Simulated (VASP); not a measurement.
MoS2: single point with r2SCAN

MoS2:

```
Mo S
1.0
     1.60786    0.92830    6.28643
    -1.60786    0.92830    6.28643
     0.00000   -1.85660    6.28643
Mo S
1 2
Cartesian
  0.0000 0.0000 0.0000
  0.0000 0.0000 14.1272
  0.0000 0.0000 4.7320
```

- Program: VASP 6.6.1
- Task: single point
- Functional: r2SCAN
- Potentials or basis: VASP PAW PBE potentials, release 64 (Mo_sv, S)
- Cutoff: 550 eV
- k mesh: 18 × 18 × 18
- Occupations: gaussian, width 0.1 eV
- Spin: no spin polarisation
- Dipole correction: no
- Further INCAR settings: ALGO = Normal; EDIFF = 1e-06; NBANDS = 20

```json
{"Pressure": "0.1 GPa", "Largest force": "0.008 eV/Å", "Band gap on the k mesh": "zero (bands 13 and 14 overlap by 0.94 eV)"}
```

Forces in eV/Å, atoms in the order of the input:
```
Mo   0.000  0.000  0.000
S    0.000  0.000  0.008
S    0.000  0.000 -0.008
```

Levels at points of the mesh, in eV from the Fermi level:
| k point | band 9 | band 10 | band 11 | band 12 | band 13 | band 14 | band 15 | band 16 | band 17 | band 18 |
| --- | --- | --- | --- | --- | --- | --- | --- | --- | --- | --- |
| (0.00, 0.00, 0.00) | -4.23 | -2.02 | -1.14 | -1.00 | -1.00 | -0.39 | -0.39 | 3.35 | 3.35 | 6.67 |
| (0.50, 0.00, 0.00) | -5.30 | -4.40 | -3.01 | -1.92 | -1.75 | 1.02 | 1.92 | 3.40 | 4.20 | 6.00 |
| (0.50, 0.50, 0.00) | -4.77 | -4.34 | -3.03 | -2.17 | -1.92 | 1.02 | 1.75 | 3.76 | 4.93 | 5.18 |
| (0.50, 0.50, 0.50) | -4.22 | -3.89 | -1.00 | -1.00 | -0.47 | -0.47 | -0.15 | 3.44 | 3.44 | 6.58 |

It took 61 min on 1 thread of Intel(R) Xeon(R) 6975P-C (Granite Rapids) (shared host), peak memory 0.86 GiB.

Caveat: the PAW data sets were made with another functional, which shifts forces and pressure a little.
